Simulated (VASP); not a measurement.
Al2Cu, 12 atoms in the cell. The structure is tetragonal, space group I4/mcm (No. 140). The conventional cell has a = 5.947 Å, b = 5.947 Å, c = 4.974 Å, α = 90.00°, β = 90.00°, γ = 90.00°. Al (site symmetry m2m) has 4 Cu at 2.56 Å and 11 Al at 2.70 to 3.16 Å within 3.4 Å. Cu (site symmetry 422) has 2 Cu at 2.49 Å and 8 Al at 2.56 Å within 3.3 Å.  This cell differs from its parent crystal: uniaxial strain along c: +3.0 %.

```yaml
Program: VASP 6.6.1
Task: single point
Functional: PBEsol
Potentials_or_basis: VASP PAW PBE potentials, release 64 (Al, Cu)
Cutoff: 520 eV
k_mesh: 6 × 6 × 8
Occupations: gaussian, width 0.1 eV
Spin: no spin polarisation
Dipole_correction: no
Further_INCAR_settings: ALGO = Fast; EDIFF = 1e-06; NBANDS = 46
```

Potentials or basis: VASP PAW PBE potentials, release 64 (Al, Cu).

The run is started by

```console
$ cat potpaw_PBE.64/Al/POTCAR potpaw_PBE.64/Cu/POTCAR > POTCAR
$ mpirun -np 1 vasp_std > vasp.out
```

Hardware: 1 thread of Intel(R) Xeon(R) 6975P-C (Granite Rapids), with other jobs on the host.

Problem. Estimate the wall time of this run.

Solution. It took 5.9 min on 1 thread of Intel(R) Xeon(R) 6975P-C (Granite Rapids), on a shared host, peak memory 0.47 GiB. Counts: scf iterations 23, k points 50.
